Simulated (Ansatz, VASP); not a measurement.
# One calculation of Nb, two programs

```
Nb
1.0
    -1.65882    1.65882    1.65882
     1.65882   -1.65882    1.65882
     1.65882    1.65882   -1.65882
Nb
1
Cartesian
  0.0000 0.0000 0.0000
```

Alike in both runs: task relaxation of cell and atoms; functional LDA; k mesh 8 × 8 × 8; occupations gaussian, width 0.1 eV; no spin polarisation.

|  | VASP | Ansatz |
| --- | --- | --- |
| version | VASP 6.6.1 | Ansatz 0.2.0 |
| potentials or method | VASP PAW LDA potentials, release 64 (Nb_sv), cutoff 600 eV | scalar-relativistic, plane waves, PAW |
| valence electrons in the cell | 13 | 13 |

Ansatz gave:

| Property | Result |
| --- | --- |
| gap on the k mesh at the Fermi level, each at its own relaxed structure (eV) | none |
| relaxed volume (Å³/atom) | 17.21 |
| relaxed cell length with the largest relative difference (Å) | 2.817 |

Problem. Which values does VASP return?

Solution. gap on the k mesh at the Fermi level, each at its own relaxed structure (eV): none; relaxed volume (Å³/atom): 17.25; relaxed cell length with the largest relative difference (Å): 2.819.

Ansatz warns that its potentials were made for another functional, while VASP's fit it. LDA's correlation is that of Perdew and Zunger in VASP and of Perdew and Wang (1992) in Ansatz. A gap of «none» marks a metal or a gap that the smearing closes.
